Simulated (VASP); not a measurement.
Input of a VASP 6.6.1 run:

Contents of INCAR:

```
SYSTEM = Si
  ALGO = Normal
  EDIFF = 1E-7
  ENCUT = 520
  GGA = PE
  ISIF = 2
  ISMEAR = 0
  LASPH = .TRUE.
  LCHARG = .FALSE.
  LREAL = .FALSE.
  LWAVE = .FALSE.
  NBANDS = 36
  NELM = 80
  PREC = Accurate
  SIGMA = 0.2
```

File KPOINTS:

```
k-points
0
G
  6 4 4
  0 0 0
```

POSCAR

```
Si
1.0
    1.7896543649     -3.4185129551      0.0000000000
    5.3689630946      3.4185129551      0.0000000000
    0.0000000000      0.0000000000      8.3693844704
Si
12
Direct
    0.5504537979      0.1498487340      0.3463205732
    0.0504537979      0.6498487340      0.3463205732
    0.8004537979      0.3998487340      0.1536794268
    0.3004537979      0.8998487340      0.1536794268
    0.6995462021      0.1001512660      0.8463205732
    0.1995462021      0.6001512660      0.8463205732
    0.9495462021      0.3501512660      0.6536794268
    0.4495462021      0.8501512660      0.6536794268
    0.2500000000      0.2500000000      0.0000000000
    0.7500000000      0.7500000000      0.0000000000
    0.5000000000      0.5000000000      0.5000000000
    0.0000000000      1.0000000000      0.5000000000
```

Potentials or basis: VASP PAW PBE potentials, release 64 (Si).

Launch:

```sh
$ cat potpaw_PBE.64/Si/POTCAR > POTCAR
$ mpirun -np 1 vasp_std > vasp.out
```

(1) What does it give for the band gap on the k mesh?

(2) What does it give for the pressure?

Answers

(1) zero (bands 24 and 25 overlap by 1.19 eV).

(2) -0.1 GPa.
